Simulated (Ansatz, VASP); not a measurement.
**W: VASP beside Ansatz**

The input INCAR:

```
ALGO = Normal ; EDIFF = 1E-6
ENCUT = 500 ; GGA = PS
GGA_COMPAT = F ; ISIF = 2
ISMEAR = 0 ; LASPH = T
LCHARG = F ; LREAL = F
LWAVE = F ; NBANDS = 13
NELM = 120 ; PREC = Accurate
SIGMA = 0.15
```

File KPOINTS:

```
k-points
0
Gamma
  20 20 20
```

POSCAR

```
W
1.0
   -0.1999126922      1.9991269217      1.9991269217
    1.7992142295      0.0000000000      1.7992142295
    1.9991269217      1.9991269217     -0.1999126922
W
1
Direct
    0.0000000000      0.0000000000      0.0000000000
```

Input for Ansatz:

```yaml
crystal:
  lattice:
    - [-0.1999126922, 1.9991269217, 1.9991269217]
    - [1.7992142295, 0.0, 1.7992142295]
    - [1.9991269217, 1.9991269217, -0.1999126922]
  atoms:
    - { symbol: W, position: [0.0, 0.0, 0.0] }
basis:
  ecutwfc: 420
kpoints:
  mp_grid: { grid: [20, 20, 20] }
hamiltonian:
  xc: pbesol
  pseudopotentials: { kind: paw, azcp: { folder: soft_1 } }
scf:
  occupations: { method: gaussian, width: 0.15 }
output:
  forces: true
  stress: true
  eigenvalues: true
```

Change from the starting cell: engineering shear strain xz -0.2000, normal strain along z +0.0000.

Alike in both runs: task single point; functional PBEsol; k mesh 20 × 20 × 20; occupations gaussian, width 0.15 eV; no spin polarisation.

|  | VASP | Ansatz |
| --- | --- | --- |
| version | VASP 6.6.1 | Ansatz 0.2.0 |
| potentials or method | VASP PAW PBE potentials, release 64 (W_sv), cutoff 500 eV | scalar-relativistic, plane waves, PAW |
| valence electrons in the cell | 14 | 14 |

```csv
,VASP,Ansatz,Ansatz less VASP
gap on the k mesh at the Fermi level (eV),none,none,-
pressure (GPa),10.2,9.5,-0.72
"traceless stress, the component that is largest in VASP (GPa)",17.24,16.76,-0.480
```

VASP's potentials were made for PBE, not for PBEsol, and Ansatz warns of the same on its side. A gap of «none» marks a metal or a gap that the smearing closes. With one functional, cell and mesh, what is left measures potentials, basis and numerics.

Neither program's run includes spin-orbit coupling.
